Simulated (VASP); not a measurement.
# GeSb4Te4 (Cm) in VASP: single point with PBEsol

Aim: the single point of GeSb4Te4 with PBEsol.

Everything below comes from runs of VASP 6.6.1. Logs are shortened: lines on timing, memory, paths and dates and some standing lists are left out, and cuts for length are marked.

**1. The cell of the first run**

The structure is monoclinic, space group Cm (No. 8). The conventional cell has a = 7.390 Å, b = 4.267 Å, c = 17.007 Å, α = 90.00°, β = 90.00°, γ = 90.00°. Ge (site symmetry m) has 6 Te at 2.86 to 3.06 Å within 3.8 Å. Sb (site symmetry m) has 3 Sb at 2.92 Å and 3 Te at 3.34 to 3.43 Å within 3.8 Å. Within 3.8 Å of Sb (site symmetry m) lie 3 Sb at 2.92 Å and 3 Te at 3.45 to 3.53 Å. Sb (site symmetry m) has 6 Te at 3.00 to 3.15 Å within 3.9 Å. Sb (site symmetry m) has 6 Te at 2.90 to 3.25 Å within 3.8 Å. Within 3.9 Å of Te (site symmetry m) lie 3 Ge at 2.96 to 3.06 Å and 3 Sb at 3.05 to 3.15 Å. Within 3.8 Å of Te (site symmetry m) lie 3 Ge at 2.86 to 2.97 Å and 3 Sb at 3.16 to 3.25 Å. Te (site symmetry m) has 6 Sb at 3.00 to 3.43 Å within 3.9 Å.

**2. Single point, PBEsol**

Input file INCAR:

```
PREC = Accurate
ENCUT = 520
EDIFF = 1E-6
ISMEAR = 0
SIGMA = 0.15
LREAL = False
LASPH = True
NELM = 100
ALGO = Fast
ISIF = 2
LWAVE = False
LCHARG = False
GGA = PS
NBANDS = 39
```

Input file KPOINTS:

```
regular mesh
0
Gamma
  12 12 4
```

Input file POSCAR:

```
GeSb4Te4
1.0
    4.2666098041      0.0000000000      0.0000000000
   -2.1333049020      3.6949924784      0.0000000000
    0.0000000000      0.0000000000     17.0067078253
Ge Sb Te
1 4 4
Direct
    0.0000000000      0.0000000000      0.0000000000
    0.3333333333      0.6666666667      0.5458633004
    0.6666666667      0.3333333333      0.4541366996
    0.6666666667      0.3333333333      0.7873570019
    0.3333333333      0.6666666667      0.2126429981
    0.3445847488      0.6891694977      0.8999544229
    0.6779180822      0.3558361644      0.0935121809
    0.0112514155      0.0225028310      0.6834777055
    0.0112514155      0.0225028310      0.3099888983
```

Potentials or basis: VASP PAW PBE potentials, release 64 (Ge_d, Sb, Te).

Launch:

```bash
$ cat potpaw_PBE.64/Ge_d/POTCAR potpaw_PBE.64/Sb/POTCAR potpaw_PBE.64/Te/POTCAR > POTCAR
$ mpirun -np 1 vasp_std > vasp.out
```

OUTCAR:

```text
PREC = Accurate
   ENCUT = 520
   EDIFF = 1E-6
   ISMEAR = 0
   LREAL = False
   LASPH = True
   NELM = 100
   ISIF = 2
   GGA = PS

 ion  position               nearest neighbor table
   1  0.000  0.000  0.000-   7 2.86   6 2.96   6 2.96   7 2.97   7 2.97   6 3.06
   2  0.333  0.667  0.546-   3 2.92   3 2.92   3 2.92   8 3.34   8 3.43   8 3.43
   3  0.667  0.333  0.454-   2 2.92   2 2.92   2 2.92   9 3.45   9 3.45   9 3.53
   4  0.667  0.333  0.787-   8 3.00   8 3.00   6 3.05   8 3.10   6 3.15   6 3.15
   5  0.333  0.667  0.213-   9 2.90   9 3.00   9 3.00   7 3.16   7 3.16   7 3.25
   6  0.345  0.689  0.900-   1 2.96   1 2.96   4 3.05   1 3.06   4 3.15   4 3.15
   7  0.678  0.356  0.094-   1 2.86   1 2.97   1 2.97   5 3.16   5 3.16   5 3.25
   8  0.011  0.023  0.683-   4 3.00   4 3.00   4 3.10   2 3.34   2 3.43   2 3.43
   9  0.011  0.023  0.310-   5 2.90   5 3.00   5 3.00   3 3.45   3 3.45   3 3.53

  LATTYP: Found a hexagonal cell.
 ALAT       =     4.2666098041
 C/A-ratio  =     3.9860002686

  Lattice vectors:

 A1 = (   4.2666098041,   0.0000000000,   0.0000000000)
 A2 = (  -2.1333049020,   3.6949924784,   0.0000000000)
 A3 = (   0.0000000000,   0.0000000000,  17.0067078253)

Analysis of symmetry for initial positions (statically):
=====================================================================
 Subroutine PRICEL returns:
 Original cell was already a primitive cell.

 Routine SETGRP: Setting up the symmetry group for a
 hexagonal supercell.

 Subroutine GETGRP returns: Found  2 space group operations
 (whereof  2 operations were pure point group operations)
 out of a pool of 24 trial point group operations.

The static configuration has the point symmetry C_1h.

Analysis of symmetry for dynamics (positions and initial velocities):
=====================================================================
 Subroutine PRICEL returns:
 Original cell was already a primitive cell.

 Routine SETGRP: Setting up the symmetry group for a
 hexagonal supercell.

 Subroutine GETGRP returns: Found  2 space group operations
 (whereof  2 operations were pure point group operations)
 out of a pool of 24 trial point group operations.

The dynamic configuration has the point symmetry C_1h.

 Subroutine INISYM returns: Found  2 space group operations
 (whereof  2 operations are pure point group operations),
 and found     1 'primitive' translations

----------------------------------------------------------------------------------------

                                     Primitive cell

  volume of cell :     268.1123

  direct lattice vectors                    reciprocal lattice vectors
     4.266609804  0.000000000  0.000000000     0.234378124  0.135318273  0.000000000
    -2.133304902  3.694992478  0.000000000     0.000000000  0.270636545  0.000000000
     0.000000000  0.000000000 17.006707825     0.000000000  0.000000000  0.058800328

  length of vectors
     4.266609804  4.266609804 17.006707825     0.270636545  0.270636545  0.058800328

  position of ions in fractional coordinates (direct lattice)
     0.000000000  0.000000000  0.000000000
     0.333333333  0.666666667  0.545863300
     0.666666667  0.333333333  0.454136700
     0.666666667  0.333333333  0.787357002
     0.333333333  0.666666667  0.212642998
     0.344584749  0.689169498  0.899954423
     0.677918082  0.355836164  0.093512181
     0.011251415  0.022502831  0.683477706
     0.011251415  0.022502831  0.309988898

  ion indices of the primitive-cell ions
   primitive index   ion index
                 1           1
                 2           2
                 3           3
                 4           4
                 5           5
                 6           6
                 7           7
                 8           8
                 9           9

----------------------------------------------------------------------------------------

 KPOINTS: regular mesh

Automatic generation of k-mesh.
 Grid dimensions read from file:
 generate k-points for:   12   12    4

 Generating k-lattice:

  Cartesian coordinates                     Fractional coordinates (reciprocal lattice)
     0.019531510  0.011276523  0.000000000     0.083333333 -0.000000000  0.000000000
     0.000000000  0.022553045  0.000000000     0.000000000  0.083333333  0.000000000
     0.000000000  0.000000000  0.014700082     0.000000000  0.000000000  0.250000000

  Length of vectors
     0.022553045  0.022553045  0.014700082

  Shift w.r.t. Gamma in fractional coordinates (k-lattice)
     0.000000000  0.000000000  0.000000000

 Subroutine IBZKPT returns following result:
 ===========================================

 Found    164 irreducible k-points:

 Following reciprocal coordinates:
            Coordinates               Weight
  0.000000  0.000000  0.000000      1.000000
  0.083333 -0.000000  0.000000      4.000000
  0.000000  0.083333  0.000000      2.000000
  0.166667  0.000000  0.000000      4.000000
  0.000000  0.166667  0.000000      2.000000
  0.250000 -0.000000  0.000000      4.000000
[... 16 lines left out ...]
 -0.083333  0.416667  0.000000      4.000000
 -0.416667  0.333333  0.000000      4.000000
 [... further k-points ...]
   k-points           NKPTS =    164   k-points in BZ     NKDIM =    164   number of bands    NBANDS=     39
   number of dos      NEDOS =    301   number of ions     NIONS =      9
   total plane-waves  NPLWV = 129024
   dimension x,y,z NGX =    32 NGY =   32 NGZ =  126
   dimension x,y,z NGXF=    64 NGYF=   64 NGZF=  252
   ions per type =               1   4   4
   NGX,Y,Z   is equivalent  to a cutoff of  12.47, 12.47, 12.32 a.u.
   NGXF,Y,Z  is equivalent  to a cutoff of  24.94, 24.94, 24.63 a.u.
 SYSTEM =  unknown system
   PREC   = accura    normal or accurate (medium, high low for compatibility)
   ISTART =      0    job   : 0-new  1-cont  2-samecut
   ICHARG =      2    charge: 1-file 2-atom 10-const
   ISPIN  =      1    spin polarized calculation?
   LNONCOLLINEAR =      F non collinear calculations
   LSORBIT =      F    spin-orbit coupling
   LASPH  =      T    aspherical Exc in radial PAW
   ENCUT  =  520.0 eV  38.22 Ry    6.18 a.u.   7.93  7.93 31.62*2*pi/ulx,y,z
   NELM   =    100;   NELMIN=  2; NELMDL= -5     # of ELM steps
   EDIFF  = 0.1E-05   stopping-criterion for ELM
   LREAL  =      F    real-space projection
   EDIFFG = 0.1E-04   stopping-criterion for IOM
   NSW    =      0    number of steps for IOM
   IBRION =     -1    ionic relax: 0-MD 1-quasi-New 2-CG
   NFREE  =      0    steps in history (QN), initial steepest desc. (CG)
   ISIF   =      2    stress and relaxation
   ISYM   =      2    0-nonsym 1-usesym 2-fastsym
   POTIM  = 0.5000    time-step for ionic-motion
   TEBEG  =    0.0;   TEEND  =   0.0 temperature during run
   PSTRESS=    0.0 pullay stress
   NELECT =      58.0000    total number of electrons
   NUPDOWN=      -1.0000    fix difference up-down
   EMIN   =  10.00;   EMAX   =-10.00  energy-range for DOS
   EFERMI =   0.00;   METHOD = LEGACY
   ISMEAR =     0;   SIGMA  =   0.15  broadening in eV -4-tet -1-fermi 0-gaus
   EFERMI_NEDOS =   21; number of points for ismear=-14 and -15
   IALGO  =     68    algorithm
   IMIX   =      4    mixing-type and parameters
     AMIX     =   0.40;   BMIX     =  1.00
     AMIX_MAG =   1.60;   BMIX_MAG =  1.00
  volume/ion in A,a.u.               =      29.79       201.03
  Fermi-wavevector in a.u.,A,eV,Ry     =   0.982755  1.857138 13.140607  0.965807
  Thomas-Fermi vector in A             =   2.113861
   LORBIT       =      0    0 simple, 1 ext, 2 COOP (PROOUT), +10 PAW based schemes
   GGA     = PS    functional components
   LHFCALC =     F    Hartree Fock is set to
   AEXX    =    0.0000 exact exchange contribution
   IVDW    =     0    specifies the selected vdW correction
   LEPSILON=     F    determine dielectric tensor
   LRPA    =     F    only Hartree local field effects (RPA)
 non-spin polarized calculation
 RMM-DIIS sequential band-by-band and
 Gauss-broadening in eV      SIGMA  =   0.15
  energy-cutoff  :      520.00
  volume of cell :      268.11
 maximum number of plane-waves:      7266
   NGX = 15   NGY = 15   NGZ = 63

 number of electron      58.0000003 magnetization

 Free energy of the ion-electron system (eV)
  ---------------------------------------------------
  ext. energy  EPLUGINS =         0.00000000
  ---------------------------------------------------
  free energy    TOTEN  =       -37.99785616 eV

  energy without entropy =      -37.98997138  energy(sigma->0) =      -37.99391377

 E-fermi :   6.9363     XC(G=0):  -9.7089

 val. band max:        6.9306296855   @ k =   0.1667   0.0000   0.0000
 cond. band min:       6.9461781419   @ k =   0.0000   0.1667   0.0000
 fundamental gap:      0.0155484564
 Fermi energy:         6.9362513184

 k-point     1 :       0.0000    0.0000    0.0000
  band No.  band energies     occupation
      1     -18.0573      2.00000
      2     -18.0571      2.00000
      3     -18.0509      2.00000
      4     -18.0490      2.00000
      5     -18.0486      2.00000
      6      -6.6602      2.00000
[... 31 lines left out ...]
     38       8.5027      0.00000
     39       9.1076      0.00000

 k-point     2 :       0.0833   -0.0000    0.0000
  band No.  band energies     occupation
      1     -18.0575      2.00000
      2     -18.0570      2.00000
      3     -18.0508      2.00000
      4     -18.0490      2.00000
      5     -18.0486      2.00000
      6      -6.5968      2.00000
[... 913 lines left out ...]
     38       9.9653      0.00000
     39      10.2865      0.00000

 k-point    24 :      -0.4167    0.3333    0.0000
  band No.  band energies     occupation
      1     -18.0596      2.00000
      2     -18.0566      2.00000
      3     -18.0498      2.00000
      4     -18.0487      2.00000
      5     -18.0476      2.00000
      6      -5.4504      2.00000
[... 31 lines left out ...]
     38       9.9640      0.00000
     39      10.3210      0.00000

 [... further k-points ...]

------------------------ aborting loop because EDIFF is reached ----------------------------------------

  FORCE on cell =-STRESS in cart. coord.  units (eV):
  Direction    XX          YY          ZZ          XY          YZ          ZX
  --------------------------------------------------------------------------------------
  -------------------------------------------------------------------------------------
  Total        0.2128107      0.6121680      0.3146653      0.0000000     -0.3122326     -0.0000000
  in kB        1.2717076      3.6581751      1.8803676      0.0000000     -1.8658300     -0.0000000
  external PRESSURE =       2.2700834 kB  Pullay stress =       0.0000000 kB

 VOLUME and BASIS-vectors are now :
 -----------------------------------------------------------------------------
  energy-cutoff  :      520.00
  volume of cell :      268.11
      direct lattice vectors                 reciprocal lattice vectors
     4.266609804  0.000000000  0.000000000     0.234378124  0.135318273  0.000000000
    -2.133304902  3.694992478  0.000000000     0.000000000  0.270636545  0.000000000
     0.000000000  0.000000000 17.006707825     0.000000000  0.000000000  0.058800328

 POSITION                                       TOTAL-FORCE (eV/Angst)
 -----------------------------------------------------------------------------------
      0.00000      0.00000      0.00000         0.000000      0.053638     -0.093051
     -0.00000      2.46333      9.28334         0.000000      0.069392      0.030463
      2.13330      1.23166      7.72337         0.000000      0.084784     -0.106965
      2.13330      1.23166     13.39035         0.000000      0.142783     -0.247551
     -0.00000      2.46333      3.61636         0.000000      0.193709     -0.320247
     -0.00000      2.54648     15.30526        -0.000000     -0.064366      0.113929
      2.13330      1.31481      1.59033        -0.000000     -0.089093      0.121208
      0.00000      0.08315     11.62371        -0.000000     -0.172545      0.190408
      0.00000      0.08315      5.27189        -0.000000     -0.218302      0.311807
 -----------------------------------------------------------------------------------
    total drift:                               -0.000000      0.000024     -0.000144

  FREE ENERGIE OF THE ION-ELECTRON SYSTEM (eV)
  ---------------------------------------------------
  free  energy   TOTEN  =       -37.9978561566 eV

  energy  without entropy=      -37.9899713843  energy(sigma->0) =      -37.99391377
```

It took 47 min on 1 thread of Oxide Virtual Turin-like, shared host; peak memory 1.4 GiB.

Results:

```yaml
Free_energy: -37.9979 eV
Pressure: 0.2 GPa
Largest_force: 0.381 eV/Å
Band_gap_on_the_k_mesh: zero (bands 29 and 30 overlap by 0.02 eV)
```

Forces on the atoms (eV/Å):
```
Ge   0.000  0.054 -0.093
Sb   0.000  0.069  0.030
Sb   0.000  0.085 -0.107
Sb   0.000  0.143 -0.248
Sb   0.000  0.194 -0.320
Te   0.000 -0.064  0.114
Te   0.000 -0.089  0.121
Te   0.000 -0.173  0.190
Te   0.000 -0.218  0.312
```

Stress tensor (GPa, compression positive):
```
 0.13  0.00  0.00
 0.00  0.37 -0.19
 0.00 -0.19  0.19
```

Levels at points of the mesh, in eV from the Fermi level:
```
           k point  band 27  band 28  band 29  band 30  band 31  band 32
(0.00, 0.00, 0.00)    -1.13    -1.07    -0.03    -0.01     0.06     0.44
(0.50, 0.00, 0.00)    -1.83    -1.19    -0.96     0.23     0.80     0.96
(0.00, 0.50, 0.00)    -1.83    -1.27    -0.91     0.25     0.80     1.00
(0.00, 0.00, 0.50)    -1.14    -0.97    -0.12     0.15     0.23     0.51
(0.50, 0.00, 0.50)    -1.98    -1.51    -0.43     0.08     0.40     1.39
(0.00, 0.50, 0.50)    -1.97    -1.53    -0.43     0.07     0.37     1.42
```

Caveat: the cell differs from its parent crystal (all Te atoms moved -0.100 Å, as atom 6 towards its neighbour atom 1 (Ge) at 2.963 Å); the PAW data sets were made with another functional, which shifts forces and pressure a little; spin-orbit coupling is left out, which moves the levels of the heavy elements.
